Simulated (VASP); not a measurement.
Set up this calculation in VASP 6.6.1, as the native input.

| Item | Value |
| --- | --- |
| Task | single point |
| Functional | LDA |
| Potentials or basis | VASP PAW LDA potentials, release 64 (Ba_sv) |
| Cutoff | 500 eV |
| k mesh | 8 × 8 × 5 |
| Occupations | fermi-dirac, width 0.1 eV |
| Spin | no spin polarisation |
| Dipole correction | no |
| Further INCAR settings | ALGO = Normal; EDIFF = 1e-06; NBANDS = 17 |

The structure of Ba lies in POSCAR:

```
Ba
1.0
    4.2332088451      0.0000000000      0.0000000000
   -2.1166044225      3.6660663993      0.0000000000
    0.0000000000      0.0000000000      6.8623955318
Ba
2
Direct
    0.3333333333      0.6666666667      0.2500000000
    0.6666666667      0.3333333333      0.7500000000
```

This isn't the form of Ba at room conditions, which is bcc.

These files were run (other wordings do the same):

INCAR

```
PREC     = Accurate       # precision mode
ENCUT    = 500            # plane-wave cutoff, eV
EDIFF    = 1E-6           # SCF threshold, eV
ISMEAR   = -1             # smearing method
SIGMA    = 0.1            # smearing width, eV
LREAL    = F              # projectors in reciprocal space
LASPH    = T              # aspherical terms in the spheres
NELM     = 120            # most SCF steps
ALGO     = Normal         # electronic algorithm
ISIF     = 2              # what is computed and relaxed
LWAVE    = F              # write WAVECAR
LCHARG   = F              # write CHGCAR
NBANDS   = 17             # bands
GGA_COMPAT= F
```

KPOINTS

```
regular mesh
0
Gamma
  8 8 5
```

Potentials or basis: VASP PAW LDA potentials, release 64 (Ba_sv).

Run with:

```sh
$ cat potpaw_LDA.64/Ba_sv/POTCAR > POTCAR
$ mpirun -np 1 vasp_std > vasp.out
```

Results of the run:

The pressure is 0.1 GPa and the band gap on the k mesh is zero (bands 10 and 11 overlap by 0.52 eV).

Caveat: spin-orbit coupling is left out, which moves the levels of the heavy elements.

It took 33 s on 1 thread of Intel(R) Xeon(R) 6975P-C (Granite Rapids), on a shared host, peak memory 0.19 GiB.
